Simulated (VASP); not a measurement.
Input of a VASP 6.6.1 run:

Contents of POSCAR:

```
NiBTe3
1.0
    4.7754488736      0.0000000000      0.0000000000
    0.0000000000      4.7754488736      0.0000000000
    0.0000000000      0.0000000000      4.7754488736
Ni B Te
1 1 3
Direct
    0.5000000000      0.5000000000      0.5000000000
    0.0000000000      0.0000000000      0.0000000000
    0.0000000000      0.5000000000      0.5000000000
    0.5000000000      0.0000000000      0.5000000000
    0.5000000000      0.5000000000      0.0000000000
```

File INCAR.step1:

```
ALGO = Normal
EDIFF = 1E-4
ENCUT = 600
GGA = PE
ISMEAR = 0
LASPH = True
LCHARG = False
LREAL = False
LWAVE = True
NELM = 80
PREC = Accurate
SIGMA = 0.1
```

File INCAR.step2:

```
ALGO = Normal
EDIFF = 1E-6
EDIFFG = -0.04
ENCUT = 600
IBRION = 2
ISIF = 3
ISMEAR = 0
ISTART = 1
LASPH = True
LCHARG = False
LMIXTAU = True
LREAL = False
LWAVE = False
METAGGA = R2SCAN
NELM = 80
NSW = 90
PREC = Accurate
SIGMA = 0.1
```

File KPOINTS:

```
k-points
0
Gamma
  4 4 4
```

Potentials or basis: VASP PAW PBE potentials, release 64 (Ni, B, Te).

The run is started by

```bash
$ cat potpaw_PBE.64/Ni/POTCAR potpaw_PBE.64/B/POTCAR potpaw_PBE.64/Te/POTCAR > POTCAR
$ cp INCAR.step1 INCAR
$ mpirun -np 1 vasp_std > vasp.out
$ cp INCAR.step2 INCAR
$ mpirun -np 1 vasp_std > vasp.out
```

(1) Predict the space group after relaxing (to 0.05 Å).

(2) Estimate the relaxed cell.

Results:

(1) Pm-3m (No. 221).

(2) a = 5.036 Å, b = 5.036 Å, c = 5.036 Å, α = 90.00°, β = 90.00°, γ = 90.00°.
